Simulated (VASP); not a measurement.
Wanted: the native input for a VASP 6.6.1 run.

```
Task                   : single point
Functional             : PBE
Potentials or basis    : VASP PAW PBE potentials, release 64 (Ga_d, O)
Cutoff                 : 520 eV
k mesh                 : 12 × 12 × 4
Occupations            : gaussian, width 0.02 eV
Spin                   : no spin polarisation
Dipole correction      : no
Further INCAR settings : ALGO = Normal; EDIFF = 1e-06; NBANDS = 30
```

The structure of Ga2O3 lies in POSCAR:

```
Ga2O3
1.0
    3.1313607652      0.0000000000      0.0000000000
   -1.5656803826      2.7118379711      0.0000000000
    0.0000000000      0.0000000000      9.0230292505
Ga O
2 3
Direct
    0.0000000000      0.0000000000      0.8051460332
    0.0000000000      0.0000000000      0.1948539668
    0.3333333333      0.6666666667      0.7325032437
    0.3333333333      0.6666666667      0.2674967563
    0.0000000000      0.0000000000      0.0000000000
```

The cell was generated, and may not be a known phase.

One way to write it, as run:

INCAR

```
PREC = Accurate
ENCUT = 520
EDIFF = 1E-6
ISMEAR = 0
SIGMA = 0.02
LREAL = F
LASPH = T
NELM = 100
ALGO = Normal
ISIF = 2
LWAVE = F
LCHARG = T
GGA = PE
LELF = T
LVHAR = T
NBANDS = 30
```

KPOINTS

```
regular mesh
0
Gamma
  12 12 4
```

Potentials or basis: VASP PAW PBE potentials, release 64 (Ga_d, O).

Command:

```bash
$ cat potpaw_PBE.64/Ga_d/POTCAR potpaw_PBE.64/O/POTCAR > POTCAR
$ mpirun -np 1 vasp_std > vasp.out
```

Results of the run:

```yaml
Pressure: 0.3 GPa
Largest_force: 0.051 eV/Å
Band_gap_on_the_k_mesh: 0.67 eV
```

Caveat: semilocal functionals underestimate gaps, and a narrow one can read as zero.

It took 48 s on 1 thread of Intel(R) Xeon(R) 6975P-C (Granite Rapids), with other jobs on the host, peak memory 0.25 GiB.
